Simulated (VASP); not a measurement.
# Li3Mg3B2N6 in VASP: notebook, part 2 of 3

VASP 6.6.1. The steps go on from the part before.

## (3) Single point, PBEsol

This run uses another cell than the first one.

INCAR reads:

```
SYSTEM = Li3Mg3B2N6
ALGO = Fast
DIPOL = 0.5 0.5 0.500
EDIFF = 1E-7
ENCUT = 520
GGA = PS
IDIPOL = 3
ISIF = 2
ISMEAR = 0
LASPH = .TRUE.
LCHARG = .FALSE.
LDIPOL = .TRUE.
LREAL = .FALSE.
LWAVE = .FALSE.
NBANDS = 38
NELM = 80
PREC = Accurate
SIGMA = 0.05
```

KPOINTS reads:

```
k-points
0
G
  7 7 1
  0 0 0
```

POSCAR reads:

```
Li3Mg3B2N6
1.0
    3.7791680991      0.0000000000      0.0000000000
    0.0000000000      3.7791680991      0.0000000000
    0.0000000000      0.0000000000     25.5870566249
N Li Mg B
6 3 3 2
Direct
    0.5000000000      0.5000000000      0.2931169501
    0.0000000000      0.0000000000      0.3610739756
    0.0000000000      0.0000000000      0.4660214873
    0.5000000000      0.5000000000      0.5339785127
    0.5000000000      0.5000000000      0.6389260244
    0.0000000000      0.0000000000      0.7068830499
    0.0000000000      0.5000000000      0.3270954628
    0.5000000000      0.0000000000      0.5000000000
    0.0000000000      0.5000000000      0.6729045372
    0.5000000000      0.0000000000      0.3270954628
    0.0000000000      0.5000000000      0.5000000000
    0.5000000000      0.0000000000      0.6729045372
    0.0000000000      0.0000000000      0.4135477314
    0.5000000000      0.5000000000      0.5864522686
```

Potentials or basis: VASP PAW PBE potentials, release 64 (N, Li_sv, Mg, B).

Started as:

```
cat potpaw_PBE.64/N/POTCAR potpaw_PBE.64/Li_sv/POTCAR potpaw_PBE.64/Mg/POTCAR potpaw_PBE.64/B/POTCAR > POTCAR
mpirun -np 1 vasp_std > vasp.out
```

OUTCAR:

```text
SYSTEM = Li3Mg3B2N6
   EDIFF = 1E-7
   ENCUT = 520
   GGA = PS
   ISIF = 2
   ISMEAR = 0
   LASPH = .TRUE.
   LREAL = .FALSE.
   NELM = 80
   PREC = Accurate

 ion  position               nearest neighbor table
   1  0.500  0.500  0.293-   7 2.08  10 2.08  10 2.08   7 2.08
   2  0.000  0.000  0.361-  13 1.34  10 2.08   7 2.08   7 2.08  10 2.08
   3  0.000  0.000  0.466-  13 1.34  11 2.08   8 2.08  11 2.08   8 2.08
   4  0.500  0.500  0.534-  14 1.34  11 2.08   8 2.08   8 2.08  11 2.08
   5  0.500  0.500  0.639-  14 1.34  12 2.08   9 2.08  12 2.08   9 2.08
   6  0.000  0.000  0.707-   9 2.08  12 2.08   9 2.08  12 2.08
   7  0.000  0.500  0.327-   1 2.08   1 2.08   2 2.08   2 2.08  10 2.67  10 2.67  10 2.67  10 2.67

   8  0.500  0.000  0.500-   3 2.08   4 2.08   4 2.08   3 2.08  11 2.67  11 2.67  11 2.67  11 2.67

   9  0.000  0.500  0.673-   6 2.08   6 2.08   5 2.08   5 2.08  12 2.67  12 2.67  12 2.67  12 2.67

  10  0.500  0.000  0.327-   1 2.08   1 2.08   2 2.08   2 2.08   7 2.67   7 2.67   7 2.67   7 2.67
                            13 2.91  13 2.91
  11  0.000  0.500  0.500-   3 2.08   4 2.08   3 2.08   4 2.08   8 2.67   8 2.67   8 2.67   8 2.67
                            13 2.91  14 2.91  14 2.91  13 2.91
  12  0.500  0.000  0.673-   6 2.08   6 2.08   5 2.08   5 2.08   9 2.67   9 2.67   9 2.67   9 2.67
                            14 2.91  14 2.91
  13  0.000  0.000  0.414-   2 1.34   3 1.34  10 2.91  11 2.91  11 2.91  10 2.91
  14  0.500  0.500  0.586-   5 1.34   4 1.34  11 2.91  12 2.91  12 2.91  11 2.91

  LATTYP: Found a simple tetragonal cell.
 ALAT       =     3.7791680991
 C/A-ratio  =     6.7705526597

  Lattice vectors:

 A1 = (   3.7791680991,   0.0000000000,   0.0000000000)
 A2 = (   0.0000000000,   3.7791680991,   0.0000000000)
 A3 = (   0.0000000000,   0.0000000000,  25.5870566249)

Analysis of symmetry for initial positions (statically):
=====================================================================
 Subroutine PRICEL returns:
 Original cell was already a primitive cell.

 Routine SETGRP: Setting up the symmetry group for a
 simple tetragonal supercell.

 Subroutine GETGRP returns: Found  8 space group operations
 (whereof  4 operations were pure point group operations)
 out of a pool of 16 trial point group operations.

The static configuration has the point symmetry C_2v.
 The point group associated with its full space group is D_2d.

Analysis of symmetry for dynamics (positions and initial velocities):
=====================================================================
 Subroutine PRICEL returns:
 Original cell was already a primitive cell.

 Routine SETGRP: Setting up the symmetry group for a
 simple tetragonal supercell.

 Subroutine GETGRP returns: Found  8 space group operations
 (whereof  4 operations were pure point group operations)
 out of a pool of 16 trial point group operations.

The dynamic configuration has the point symmetry C_2v.
 The point group associated with its full space group is D_2d.

 Subroutine INISYM returns: Found  8 space group operations
 (whereof  4 operations are pure point group operations),
 and found     1 'primitive' translations

----------------------------------------------------------------------------------------

[... 96 lines left out ...]
   LNONCOLLINEAR =      F non collinear calculations
   LSORBIT =      F    spin-orbit coupling
   LASPH  =      T    aspherical Exc in radial PAW
   ENCUT  =  520.0 eV  38.22 Ry    6.18 a.u.   7.03  7.03 47.57*2*pi/ulx,y,z
   NELM   =     80;   NELMIN=  2; NELMDL= -5     # of ELM steps
   EDIFF  = 0.1E-06   stopping-criterion for ELM
   LREAL  =      F    real-space projection
   EDIFFG = 0.1E-05   stopping-criterion for IOM
   NSW    =      0    number of steps for IOM
   IBRION =     -1    ionic relax: 0-MD 1-quasi-New 2-CG
   NFREE  =      0    steps in history (QN), initial steepest desc. (CG)
   ISIF   =      2    stress and relaxation
   ISYM   =      2    0-nonsym 1-usesym 2-fastsym
   POTIM  = 0.5000    time-step for ionic-motion
   TEBEG  =    0.0;   TEEND  =   0.0 temperature during run
   PSTRESS=    0.0 pullay stress
   NELECT =      51.0000    total number of electrons
   NUPDOWN=      -1.0000    fix difference up-down
   EMIN   =  10.00;   EMAX   =-10.00  energy-range for DOS
   EFERMI =   0.00;   METHOD = LEGACY
   ISMEAR =     0;   SIGMA  =   0.05  broadening in eV -4-tet -1-fermi 0-gaus
   EFERMI_NEDOS =   21; number of points for ismear=-14 and -15
   IALGO  =     68    algorithm
   IMIX   =      4    mixing-type and parameters
     AMIX     =   0.40;   BMIX     =  1.00
     AMIX_MAG =   1.60;   BMIX_MAG =  1.00
  volume/ion in A,a.u.               =      26.10       176.15
  Fermi-wavevector in a.u.,A,eV,Ry     =   0.849169  1.604696  9.810991  0.721087
  Thomas-Fermi vector in A             =   1.964947
   LORBIT       =      0    0 simple, 1 ext, 2 COOP (PROOUT), +10 PAW based schemes
   GGA     = PS    functional components
   LHFCALC =     F    Hartree Fock is set to
   AEXX    =    0.0000 exact exchange contribution
   IVDW    =     0    specifies the selected vdW correction
   LEPSILON=     F    determine dielectric tensor
   LRPA    =     F    only Hartree local field effects (RPA)
 non-spin polarized calculation
 RMM-DIIS sequential band-by-band and
 Gauss-broadening in eV      SIGMA  =   0.05
  energy-cutoff  :      520.00
  volume of cell :      365.44
 maximum number of plane-waves:      9872
   NGX = 15   NGY = 15   NGZ = 95

 dipolmoment           0.000000      0.000000      0.000000 electrons x Angstroem

 number of electron      50.9999995 magnetization

 dipolmoment           0.000000      0.000000     -0.000000 electrons x Angstroem

 Free energy of the ion-electron system (eV)
  ---------------------------------------------------
  ext. energy  EPLUGINS =         0.00000000
  ---------------------------------------------------
  free energy    TOTEN  =       -81.08915651 eV

  energy without entropy =      -81.06433114  energy(sigma->0) =      -81.07674383

 E-fermi :  -2.9934     XC(G=0):  -4.7690

 val. band max:       -2.9948635916   @ k =   0.0000   0.0000   0.0000
 cond. band min:      -2.9903250719   @ k =   0.4286   0.0000   0.0000
 fundamental gap:      0.0045385198
 Fermi energy:        -2.9934145225

 k-point     1 :       0.0000    0.0000    0.0000
  band No.  band energies     occupation
      1     -46.5107      2.00000
      2     -45.8485      2.00000
      3     -45.8485      2.00000
      4     -17.9677      2.00000
      5     -17.7159      2.00000
      6     -17.3248      2.00000
[... 389 lines left out ...]
     36       4.3488      0.00000
     37       4.4661      0.00000
 [bands above 37 left out]

------------------------ aborting loop because EDIFF is reached ----------------------------------------

 vacuum level on the upper side and lower side of the slab       (xc-potential included)        -0.132        -0.132

  FORCE on cell =-STRESS in cart. coord.  units (eV):
  Direction    XX          YY          ZZ          XY          YZ          ZX
  --------------------------------------------------------------------------------------
  -------------------------------------------------------------------------------------
  Total        0.5741026      0.5741026     -1.5499489      0.0000000      0.0000000      0.0000000
  in kB        2.5170240      2.5170240     -6.7954029      0.0000000      0.0000000      0.0000000
  external PRESSURE =      -0.5871183 kB  Pullay stress =       0.0000000 kB

 VOLUME and BASIS-vectors are now :
 -----------------------------------------------------------------------------
  energy-cutoff  :      520.00
  volume of cell :      365.44
      direct lattice vectors                 reciprocal lattice vectors
     3.779168099  0.000000000  0.000000000     0.264608499  0.000000000  0.000000000
     0.000000000  3.779168099  0.000000000     0.000000000  0.264608499  0.000000000
     0.000000000  0.000000000 25.587056625     0.000000000  0.000000000  0.039082260

 POSITION                                       TOTAL-FORCE (eV/Angst)
 -----------------------------------------------------------------------------------
      1.88958      1.88958      7.50000         0.000000      0.000000      1.332319
      0.00000      0.00000      9.23882         0.000000      0.000000      0.205878
      0.00000      0.00000     11.92412         0.000000      0.000000      0.054874
      1.88958      1.88958     13.66294         0.000000      0.000000     -0.054874
      1.88958      1.88958     16.34824         0.000000      0.000000     -0.205878
      0.00000      0.00000     18.08706         0.000000      0.000000     -1.332319
      0.00000      1.88958      8.36941         0.000000      0.000000     -0.485091
      1.88958      0.00000     12.79353         0.000000      0.000000      0.000000
      0.00000      1.88958     17.21765         0.000000      0.000000      0.485091
      1.88958      0.00000      8.36941         0.000000      0.000000     -1.178638
      0.00000      1.88958     12.79353         0.000000      0.000000      0.000000
      1.88958      0.00000     17.21765         0.000000      0.000000      1.178638
      0.00000      0.00000     10.58147         0.000000      0.000000      0.105878
      1.88958      1.88958     15.00559         0.000000      0.000000     -0.105878
 -----------------------------------------------------------------------------------
    total drift:                                0.000000      0.000000      0.000000

  FREE ENERGIE OF THE ION-ELECTRON SYSTEM (eV)
  ---------------------------------------------------
  free  energy   TOTEN  =       -81.0891565134 eV

  energy  without entropy=      -81.0643311407  energy(sigma->0) =      -81.07674383

 vacuum level on the upper side and lower side of the slab         3.825         3.825
```

It took 11 min on 1 thread of Oxide Virtual Turin-like, shared host; peak memory 0.41 GiB.

What came out:

| Item | Value |
| --- | --- |
| Free energy | -81.0892 eV |
| Largest force | 1.332 eV/Å |
| Band gap on the k mesh | zero (an odd number of electrons rules out a gap without spin polarisation) |

Forces in eV/Å, atoms in the order of the input:
```
N    0.000  0.000  1.332
N    0.000  0.000  0.206
N    0.000  0.000  0.055
N    0.000  0.000 -0.055
N    0.000  0.000 -0.206
N    0.000  0.000 -1.332
Li   0.000  0.000 -0.485
Li   0.000  0.000  0.000
Li   0.000  0.000  0.485
Mg   0.000  0.000 -1.179
Mg   0.000  0.000  0.000
Mg   0.000  0.000  1.179
B    0.000  0.000  0.106
B    0.000  0.000 -0.106
```

Caveat: the cutoff is under 1.25 times the usual one of these potentials, so pressure, stress and relaxed cells hold a basis-set (Pulay) error; the PAW data sets were made with another functional, which shifts forces and pressure a little; an odd number of electrons without spin polarisation forces a metal; a magnetic or distorted state may lie lower.

[end of part 2 of 3]
